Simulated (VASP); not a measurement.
## Cu: single point with LDA

Cu:

```
Cu
1.0
     2.54252    0.00000    0.00000
    -1.27126    2.20188    0.00000
     0.00000    0.00000    4.12623
Cu
2
Direct
  0.33333 0.66667 0.25000
  0.66667 0.33333 0.75000
```

```json
{
 "Program": "VASP 6.6.1",
 "Task": "single point",
 "Functional": "LDA",
 "Potentials or basis": "VASP PAW LDA potentials, release 64 (Cu)",
 "Cutoff": "520 eV",
 "k mesh": "13 × 13 × 7",
 "Occupations": "fermi-dirac, width 0.05 eV",
 "Spin": "no spin polarisation"
}
```

| Property | Result |
| --- | --- |
| Pressure | -8.8 GPa |
| Band gap on the k mesh | zero (band 11 reaches 10.67 eV, above the bottom of band 12 at 5.67 eV) |

Stress tensor (GPa, compression positive):
```
-9.94  0.00  0.00
 0.00 -9.94  0.00
 0.00  0.00 -6.47
```

Levels at points of the mesh, in eV from the Fermi level:
```
           k point  band 8  band 9  band 10  band 11  band 12  band 13  band 14  band 15
(0.00, 0.00, 0.00)   -2.59   -2.59    -1.80    -1.80    -0.99     3.91    21.55    21.80
```

Wall time 38 s on 1 thread of Intel Xeon 8259CL, with other jobs on the host, peak memory 0.14 GiB.
